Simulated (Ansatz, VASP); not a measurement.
**One calculation of GeF5, two programs**

```xyz
6
Lattice="6.3627 0.0000 0.0000 -3.1813 5.5102 0.0000 0.0000 0.0000 2.7724" Properties=species:S:1:pos:R:3 pbc="T T T"
Ge    0.0000    0.0000    1.3862
F     3.1813    0.0000    0.0000
F    -1.5907    2.7551    0.0000
F     1.5907    2.7551    0.0000
F     0.0000    3.6735    0.0000
F     3.1813    1.8367    0.0000
```

Alike in both runs: functional PBE; k mesh 6 × 6 × 4; occupations gaussian, width 0.1 eV; no spin polarisation.

Ansatz relaxed the structure, and its values are those at the end. VASP's run is a single point on that final structure, the one shown.

|  | VASP | Ansatz |
| --- | --- | --- |
| version | VASP 6.6.1 | Ansatz 0.2.0 |
| potentials or method | VASP PAW PBE potentials, release 64 (Ge_d, F), cutoff 520 eV | scalar-relativistic, plane waves, PAW |
| valence electrons in the cell | 49 | 49 |

|  | VASP | Ansatz | Ansatz less VASP |
| --- | --- | --- | --- |
| gap on the k mesh at the Fermi level (eV) | none | none | - |
| pressure (GPa) | -0.3 | 0.0 | +0.34 |

A gap of «none» marks a metal or a gap that the smearing closes.

The k mesh is coarse, so the values compare programs but aren't converged.
